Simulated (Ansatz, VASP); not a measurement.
## Two plane-wave programs on InP

```
In P
1.0
     0.00000    2.95381    2.95381
     2.95381    0.00000    2.95381
     2.95381    2.95381    0.00000
In P
1 1
Direct
  0.00000 0.00000 0.00000
  0.25000 0.25000 0.25000
```

Alike in both runs: task single point; functional PBEsol; k mesh 6 × 6 × 6; no spin polarisation.

|  | VASP | Ansatz |
| --- | --- | --- |
| version | VASP 6.6.1 | Ansatz 0.2.0 |
| potentials or method | VASP PAW PBE potentials, release 64 (In_d, P) | plane waves, PAW |
| plane-wave cutoff (eV) | 500 | 420 |
| occupations | gaussian, width 0.01 eV | fixed |
| valence electrons in the cell | 18 | 18 |

```tsv
	VASP	Ansatz	Ansatz less VASP
gap on the k mesh at the Fermi level (eV)	0.48	0.49	+0.002
pressure (GPa)	-1.0	-1.0	+0.01
```

VASP's potentials were made for PBE, not for PBEsol.
